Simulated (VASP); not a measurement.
# Os (P6_3/mmc) in VASP: further runs, part 2 of 2

VASP 6.6.1. Earlier steps stand in the parts before.

### 4 Single point, RPBE

Contents of INCAR:

```
ALGO = Normal
EDIFF = 1E-6
ENCUT = 520
GGA = RP
ISIF = 2
ISMEAR = -1
LASPH = T
LCHARG = F
LREAL = F
LWAVE = F
NBANDS = 15
NELM = 60
PREC = Accurate
SIGMA = 0.05
```

Contents of KPOINTS:

```
k-points
0
Gamma
  11 11 6
```

Contents of POSCAR:

```
Os
1.0
    2.6971481730      0.0000000000      0.0000000000
   -1.3485740865      2.3357988356      0.0000000000
    0.0000000000      0.0000000000      4.2613185190
Os
2
Direct
    0.6666666667      0.3333333333      0.7500000000
    0.3333333333      0.6666666667      0.2500000000
```

Potentials or basis: VASP PAW PBE potentials, release 64 (Os).

Launch:

```console
cat potpaw_PBE.64/Os/POTCAR > POTCAR
mpirun -np 1 vasp_std > vasp.out
```

OUTCAR:

```text
EDIFF = 1E-6
   ENCUT = 520
   GGA = RP
   ISIF = 2
   ISMEAR = -1
   LASPH = T
   LREAL = F
   NELM = 60
   PREC = Accurate

 ion  position               nearest neighbor table
   1  0.667  0.333  0.750-   2 2.64   2 2.64   2 2.64   2 2.64   2 2.64   2 2.64
   2  0.333  0.667  0.250-   1 2.64   1 2.64   1 2.64   1 2.64   1 2.64   1 2.64

  LATTYP: Found a hexagonal cell.
 ALAT       =     2.6971481730
 C/A-ratio  =     1.5799348963

  Lattice vectors:

 A1 = (   2.6971481730,   0.0000000000,   0.0000000000)
 A2 = (  -1.3485740865,   2.3357988356,   0.0000000000)
 A3 = (   0.0000000000,   0.0000000000,   4.2613185190)

Analysis of symmetry for initial positions (statically):
=====================================================================
 Subroutine PRICEL returns:
 Original cell was already a primitive cell.

 Routine SETGRP: Setting up the symmetry group for a
 hexagonal supercell.

 Subroutine GETGRP returns: Found 24 space group operations
 (whereof 12 operations were pure point group operations)
 out of a pool of 24 trial point group operations.

The static configuration has the point symmetry D_3d.
 The point group associated with its full space group is D_6h.

Analysis of symmetry for dynamics (positions and initial velocities):
=====================================================================
 Subroutine PRICEL returns:
 Original cell was already a primitive cell.

 Routine SETGRP: Setting up the symmetry group for a
 hexagonal supercell.

 Subroutine GETGRP returns: Found 24 space group operations
 (whereof 12 operations were pure point group operations)
 out of a pool of 24 trial point group operations.

The dynamic configuration has the point symmetry D_3d.
 The point group associated with its full space group is D_6h.

 Subroutine INISYM returns: Found 24 space group operations
 (whereof 12 operations are pure point group operations),
 and found     1 'primitive' translations

----------------------------------------------------------------------------------------

                                     Primitive cell

  volume of cell :      26.8463

  direct lattice vectors                    reciprocal lattice vectors
     2.697148173  0.000000000  0.000000000     0.370761981  0.214059530  0.000000000
    -1.348574086  2.335798836  0.000000000     0.000000000  0.428119059  0.000000000
     0.000000000  0.000000000  4.261318519     0.000000000  0.000000000  0.234669151

  length of vectors
     2.697148173  2.697148173  4.261318519     0.428119059  0.428119059  0.234669151

  position of ions in fractional coordinates (direct lattice)
     0.666666667  0.333333333  0.750000000
     0.333333333  0.666666667  0.250000000

  ion indices of the primitive-cell ions
   primitive index   ion index
                 1           1
                 2           2

----------------------------------------------------------------------------------------

 KPOINTS: k-points

Automatic generation of k-mesh.
 Grid dimensions read from file:
 generate k-points for:   11   11    6

 Generating k-lattice:

  Cartesian coordinates                     Fractional coordinates (reciprocal lattice)
     0.033705635  0.019459957  0.000000000     0.090909091 -0.000000000  0.000000000
     0.000000000  0.038919914  0.000000000     0.000000000  0.090909091  0.000000000
     0.000000000  0.000000000  0.039111525     0.000000000  0.000000000  0.166666667

  Length of vectors
     0.038919914  0.038919914  0.039111525

  Shift w.r.t. Gamma in fractional coordinates (k-lattice)
     0.000000000  0.000000000  0.000000000

 Subroutine IBZKPT returns following result:
 ===========================================

 Found     64 irreducible k-points:

 Following reciprocal coordinates:
            Coordinates               Weight
  0.000000  0.000000  0.000000      1.000000
  0.090909 -0.000000  0.000000      6.000000
  0.181818 -0.000000  0.000000      6.000000
  0.272727 -0.000000  0.000000      6.000000
  0.363636 -0.000000  0.000000      6.000000
  0.454545 -0.000000  0.000000      6.000000
[... 16 lines left out ...]
  0.090909  0.090909  0.166667     12.000000
  0.181818  0.090909  0.166667     24.000000
 [... further k-points ...]
   k-points           NKPTS =     64   k-points in BZ     NKDIM =     64   number of bands    NBANDS=     15
   number of dos      NEDOS =    301   number of ions     NIONS =      2
   total plane-waves  NPLWV =  12800
   dimension x,y,z NGX =    20 NGY =   20 NGZ =   32
   dimension x,y,z NGXF=    40 NGYF=   40 NGZF=   64
   ions per type =               2
   NGX,Y,Z   is equivalent  to a cutoff of  12.33, 12.33, 12.48 a.u.
   NGXF,Y,Z  is equivalent  to a cutoff of  24.66, 24.66, 24.97 a.u.
 SYSTEM =  unknown system
   PREC   = accura    normal or accurate (medium, high low for compatibility)
   ISTART =      0    job   : 0-new  1-cont  2-samecut
   ICHARG =      2    charge: 1-file 2-atom 10-const
   ISPIN  =      1    spin polarized calculation?
   LNONCOLLINEAR =      F non collinear calculations
   LSORBIT =      F    spin-orbit coupling
   LASPH  =      T    aspherical Exc in radial PAW
   ENCUT  =  520.0 eV  38.22 Ry    6.18 a.u.   5.01  5.01  7.92*2*pi/ulx,y,z
   NELM   =     60;   NELMIN=  2; NELMDL= -5     # of ELM steps
   EDIFF  = 0.1E-05   stopping-criterion for ELM
   LREAL  =      F    real-space projection
   EDIFFG = 0.1E-04   stopping-criterion for IOM
   NSW    =      0    number of steps for IOM
   IBRION =     -1    ionic relax: 0-MD 1-quasi-New 2-CG
   NFREE  =      0    steps in history (QN), initial steepest desc. (CG)
   ISIF   =      2    stress and relaxation
   ISYM   =      2    0-nonsym 1-usesym 2-fastsym
   POTIM  = 0.5000    time-step for ionic-motion
   TEBEG  =    0.0;   TEEND  =   0.0 temperature during run
   PSTRESS=    0.0 pullay stress
   NELECT =      16.0000    total number of electrons
   NUPDOWN=      -1.0000    fix difference up-down
   EMIN   =  10.00;   EMAX   =-10.00  energy-range for DOS
   EFERMI =   0.00;   METHOD = LEGACY
   ISMEAR =    -1;   SIGMA  =   0.05  broadening in eV -4-tet -1-fermi 0-gaus
   EFERMI_NEDOS =   21; number of points for ismear=-14 and -15
   IALGO  =     38    algorithm
   IMIX   =      4    mixing-type and parameters
     AMIX     =   0.40;   BMIX     =  1.00
     AMIX_MAG =   1.60;   BMIX_MAG =  1.00
  volume/ion in A,a.u.               =      13.42        90.58
  Fermi-wavevector in a.u.,A,eV,Ry     =   1.377696  2.603468 25.824489  1.898046
  Thomas-Fermi vector in A             =   2.502826
   LORBIT       =      0    0 simple, 1 ext, 2 COOP (PROOUT), +10 PAW based schemes
   GGA     = RP    functional components
   LHFCALC =     F    Hartree Fock is set to
   AEXX    =    0.0000 exact exchange contribution
   IVDW    =     0    specifies the selected vdW correction
   LEPSILON=     F    determine dielectric tensor
   LRPA    =     F    only Hartree local field effects (RPA)
 non-spin polarized calculation
  energy-cutoff  :      520.00
  volume of cell :       26.85
 maximum number of plane-waves:       741
 NGX is ok and might be reduce to    20
   NGX =  9   NGY =  9   NGZ = 15

 number of electron      15.9999999 magnetization

 Free energy of the ion-electron system (eV)
  ---------------------------------------------------
  ext. energy  EPLUGINS =         0.00000000
  ---------------------------------------------------
  free energy    TOTEN  =       -21.00257931 eV

  energy without entropy =      -20.99025599  energy(sigma->0) =      -20.99641765

 E-fermi :  10.1348     XC(G=0): -14.2713

 val. band max:       10.1153107811   @ k =   0.0909  -0.0000   0.3333
 cond. band min:      10.1966544080   @ k =   0.3636   0.0909   0.3333
 fundamental gap:      0.0813436269
 Fermi energy:        10.1347712594

 k-point     1 :       0.0000    0.0000    0.0000
  band No.  band energies     occupation
      1      -1.1311      2.00000
      2       1.9909      2.00000
      3       6.9342      2.00000
      4       6.9342      2.00000
      5       7.2077      2.00000
      6       7.8357      2.00000
      7       7.8357      2.00000
      8       8.5247      2.00000
      9       8.5247      2.00000
     10      10.2070      0.38153
     11      11.9746      0.00000
     12      11.9746      0.00000
     13      19.7759      0.00000
     14      24.1590      0.00000
[... 401 lines left out ...]
      2       3.6657      2.00000
      3       5.1313      2.00000
      4       5.3571      2.00000
      5       6.6731      2.00000
      6       7.3327      2.00000
      7       7.9591      2.00000
      8       8.9539      2.00000
      9       9.6026      1.99995
     10      10.0107      1.84553
     11      12.4599      0.00000
     12      16.0567      0.00000
     13      21.1820      0.00000
     14      25.8042      0.00000
     15      26.7887      0.00000

 [... further k-points ...]
[... 5 lines left out ...]
  --------------------------------------------------------------------------------------
  -------------------------------------------------------------------------------------
  Total        5.4452175      5.4452175      5.7403552      0.0000000      0.0000000      0.0000000
  in kB      324.9687289    324.9687289    342.5824446      0.0000000      0.0000000      0.0000000
  external PRESSURE =     330.8399675 kB  Pullay stress =       0.0000000 kB

 VOLUME and BASIS-vectors are now :
 -----------------------------------------------------------------------------
  energy-cutoff  :      520.00
  volume of cell :       26.85
      direct lattice vectors                 reciprocal lattice vectors
     2.697148173  0.000000000  0.000000000     0.370761981  0.214059530  0.000000000
    -1.348574086  2.335798836  0.000000000     0.000000000  0.428119059  0.000000000
     0.000000000  0.000000000  4.261318519     0.000000000  0.000000000  0.234669151

 POSITION                                       TOTAL-FORCE (eV/Angst)
 -----------------------------------------------------------------------------------
      1.34857      0.77860      3.19599         0.000000     -0.000000      0.000000
     -0.00000      1.55720      1.06533        -0.000000      0.000000      0.000000
 -----------------------------------------------------------------------------------
    total drift:                               -0.000000      0.000000     -0.000000

  FREE ENERGIE OF THE ION-ELECTRON SYSTEM (eV)
  ---------------------------------------------------
  free  energy   TOTEN  =       -21.0025793110 eV

  energy  without entropy=      -20.9902559906  energy(sigma->0) =      -20.99641765
```

stdout:

```text
POSCAR found type information on POSCAR Os
 POSCAR found :  1 types and       2 ions
 scaLAPACK will be used
 -----------------------------------------------------------------------------
|                                                                             |
|                                                                             |
|     You enforced a specific xc type in the INCAR file but a different       |
|     I HOPE YOU KNOW WHAT YOU ARE DOING!                                     |
|                                                                             |
 -----------------------------------------------------------------------------

 LDA part: xc-table for (Slater+PW92), standard interpolation
 POSCAR, INCAR and KPOINTS ok, starting setup
 FFT: planning ... GRIDC
 FFT: planning ... GRID_SOFT
 FFT: planning ... GRID
 WAVECAR not read
 entering main loop
```

Run time: 14 s. Hardware: 1 thread of Intel Xeon Platinum 8375C at 2.90GHz (Ice Lake), shared host; peak memory 0.15 GiB.

What came out:

* Free energy: -21.0026 eV
* Pressure: 33.1 GPa
* Band gap on the k mesh: zero (band 8 reaches 12.43 eV, above the bottom of band 9 at 8.28 eV)

Caveat: the PAW data sets were made with another functional, which shifts forces and pressure a little; spin-orbit coupling is left out, which moves the levels of the heavy elements.

### 5 The runs side by side

| level | gap on the mesh (eV) | pressure (GPa) |
| --- | --- | --- |
| PBE+D4 | none | 21.1 |
| PBEsol+D3(BJ) | none | 8.9 |
| RPBE | none | 33.1 |

Alike in all rows: task single point; potentials or basis VASP PAW PBE potentials, release 64 (Os); no spin polarisation; cell as given; k mesh 11 × 11 × 6; cutoff (eV) 520; smearing fermi-dirac 0.05 eV.

Every run on the cell as given and a fine mesh finds a metal. The pressure there spans 8.9 GPa (PBEsol+D3(BJ)) to 33.1 GPa (RPBE); a positive pressure means that this level wants a larger cell, a negative one a smaller.

Caveats: spin-orbit coupling is left out, which moves the levels of the heavy elements; pairwise dispersion overbinds metals, which lowers pressure and volume (some runs); the PAW data sets were made with another functional, which shifts forces and pressure a little (some runs).

Total energies depend on the potentials used, so only differences within one code and one set of settings carry meaning.
